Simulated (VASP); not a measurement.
# Pt: single point with LDA

Crystal: Pt.

```
Pt
1.0
     1.94695    1.94695    0.00000
    -1.94695    1.94695    0.00000
     0.00000    0.00000    3.89389
Pt
2
Direct
  0.00000 0.00000 0.00000
  0.50000 0.50000 0.50000
```

```json
{"Program": "VASP 6.6.1", "Task": "single point", "Functional": "LDA", "Potentials or basis": "VASP PAW LDA potentials, release 64 (Pt)", "Cutoff": "520 eV", "k mesh": "15 × 15 × 11", "Occupations": "fermi-dirac, width 0.05 eV", "Spin": "no spin polarisation"}
```

```
Pressure               : 0.8 GPa
Band gap on the k mesh : zero (band 10 reaches 12.08 eV, above the bottom of band 11 at 10.34 eV)
```

Levels at points of the mesh, in eV from the Fermi level:
```csv
k point,band 6,band 7,band 8,band 9,band 10,band 11,band 12,band 13,band 14,band 15
"(0.00, 0.00, 0.00)",-3.95,-1.68,-1.68,0.03,0.52,0.52,1.73,9.11,11.41,11.41
```

Run time: 46 s on 1 thread of Intel(R) Xeon(R) Platinum 8488C (Sapphire Rapids) (shared host), peak memory 0.2 GiB.

Caveat: spin-orbit coupling is left out, which moves the levels of the heavy elements.
